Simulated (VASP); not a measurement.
# Al2O3: single point with r2SCAN

The system is Al2O3.

```
CELL_PARAMETERS angstrom
2.32008 1.33950 4.22334
-2.32008 1.33950 4.22334
0.00000 -2.67900 4.22334
ATOMIC_POSITIONS crystal
Al 0.85192 0.85192 0.85192
Al 0.64808 0.64808 0.64808
Al 0.14808 0.14808 0.14808
Al 0.35192 0.35192 0.35192
O 0.05639 0.44361 0.75000
O 0.75000 0.05639 0.44361
O 0.44361 0.75000 0.05639
O 0.94361 0.55639 0.25000
O 0.25000 0.94361 0.55639
O 0.55639 0.25000 0.94361
```

This cell differs from its parent crystal: strain -0.025 along x and y, -0.025 along z.

| Quantity | Value |
| --- | --- |
| Program | VASP 6.6.1 |
| Task | single point |
| Functional | r2SCAN |
| Potentials or basis | VASP PAW PBE potentials, release 64 (Al, O) |
| Cutoff | 520 eV |
| k mesh | 6 × 6 × 6 |
| Occupations | gaussian, width 0.05 eV |
| Spin | no spin polarisation |
| Dipole correction | no |
| Further INCAR settings | ALGO = Normal; EDIFF = 1e-07; NBANDS = 35 |

```json
{"Pressure": "22.3 GPa", "Largest force": "0.082 eV/Å", "Band gap on the k mesh": "8.17 eV"}
```

Forces in eV/Å, atoms in the order of the input:
```
Al   0.000  0.000 -0.073
Al   0.000  0.000  0.073
Al   0.000  0.000  0.073
Al   0.000  0.000 -0.073
O    0.082  0.000  0.000
O   -0.041  0.071  0.000
O   -0.041 -0.071  0.000
O   -0.082  0.000  0.000
O    0.041 -0.071  0.000
O    0.041  0.071  0.000
```

Stress tensor (GPa, compression positive):
```
22.85  0.00  0.00
 0.00 22.85  0.00
 0.00  0.00 21.13
```

Levels at points of the mesh, in eV from the valence-band top:
```tsv
k point	band 21	band 22	band 23	band 24	band 25	band 26	band 27	band 28
(0.00, 0.00, 0.00)	-0.62	-0.06	-0.06	0.00	8.17	10.74	12.99	13.30
(0.50, 0.00, 0.00)	-1.06	-1.06	-0.35	-0.35	11.12	11.12	11.69	11.69
(0.50, 0.50, 0.00)	-1.18	-1.02	-0.89	-0.32	10.92	11.66	11.70	12.34
(0.50, 0.50, 0.50)	-0.46	-0.46	-0.46	-0.46	10.47	10.47	12.86	12.86
```

It took 5.4 min on 1 thread of Intel(R) Xeon(R) Platinum 8488C (Sapphire Rapids), on a shared host, peak memory 0.28 GiB.

Caveat: the cell differs from its parent crystal (strain -0.025 along x and y, -0.025 along z); the cell stands under pressure; the PAW data sets were made with another functional, which shifts forces and pressure a little. A k mesh can miss the band edges.
